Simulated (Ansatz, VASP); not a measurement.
# One calculation of ReSb, two programs

```xyz
2
Lattice="0.0000 2.6854 2.6854 2.6854 0.0000 2.6854 2.6854 2.6854 0.0000" Properties=species:S:1:pos:R:3 pbc="T T T"
Re    0.0000    0.0000    0.0000
Sb    2.6854    2.6854    2.6854
```

Alike in both runs: functional LDA; k mesh 12 × 12 × 12; occupations fermi-dirac, width 0.08 eV; no spin polarisation.

Ansatz relaxed the structure, and its values are those at the end. VASP's run is a single point on that final structure, the one shown.

|  | VASP | Ansatz |
| --- | --- | --- |
| version | VASP 6.6.1 | Ansatz 0.2.0 |
| potentials or method | VASP PAW LDA potentials, release 64 (Re, Sb) | PAW with Ansatz's default frozen-core files, scalar-relativistic |
| plane-wave cutoff (eV) | 520 | 420 |
| valence electrons in the cell | 12 | 30 |

|  | VASP | Ansatz | Ansatz less VASP |
| --- | --- | --- | --- |
| pressure (GPa) | 0.6 | 0.0 | -0.61 |

LDA's correlation is that of Perdew and Zunger in VASP and of Perdew and Wang (1992) in Ansatz. VASP's potentials hold 12 valence electrons a cell and Ansatz's 30, so a difference there can come from the potentials and not from the codes.

Neither program's run includes spin-orbit coupling.
